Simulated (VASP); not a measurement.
Runs of VASP 6.6.1 on InGaN. The structure is that of space group P4/mmm (No. 123), or close to it. The cells are those of the table. 

| task | cell | k mesh | cutoff (eV) | gap on the mesh (eV) | pressure (GPa) | relaxed volume (Å³/atom) |
| --- | --- | --- | --- | --- | --- | --- |
| single point | a = 4.076, b = 4.076, c = 3.649 Å, 3 atoms | 4 × 4 × 6 | 520 | none | 12.2 | - |
| relaxation of cell and atoms | relaxed from a = 2.960, b = 2.960, c = 5.731 Å, 3 atoms | 16 × 16 × 8 | 600 | none | 0.0 | (a) |
| single point | a = 2.949, b = 2.949, c = 5.810 Å, 3 atoms | 16 × 16 × 8 | 520 | none | (b) | - |
| single point | a = 2.960, b = 2.960, c = 5.731 Å, 3 atoms | 6 × 6 × 4 | 520 | none | 0.3 | - |
| single point | a = 2.931, b = 2.931, c = 5.952 Å, 3 atoms | 4 × 4 × 6 | 520 | none | 0.3 | - |
| relaxation of cell and atoms | relaxed from a = 4.076, b = 4.076, c = 3.649 Å, 3 atoms | 4 × 4 × 6 | 600 | none | 0.3 | 16.07 |
| relaxation of cell and atoms | relaxed from a = 2.931, b = 2.931, c = 5.952 Å, 3 atoms | 6 × 6 × 4 | 600 | none | -0.3 | 16.80 |

Alike in all rows: level PBE; potentials or basis VASP PAW PBE potentials, release 64 (In_d, Ga_d, N); no spin polarisation; smearing gaussian 0.1 eV.

**Question.** Estimate the missing entries.

**Answer.** (a) 16.83; (b) 0.2.

Caveats: some runs use coarse meshes; spin-orbit coupling is left out, which moves the levels of the heavy elements; the volume moved by over 15 % at a fixed basis, so the end points are rough (some runs).

A k mesh can miss the band edges, and the runs leave out spin-orbit coupling on Ga, In.

A gap of «none» marks levels without a gap at the run's occupations.
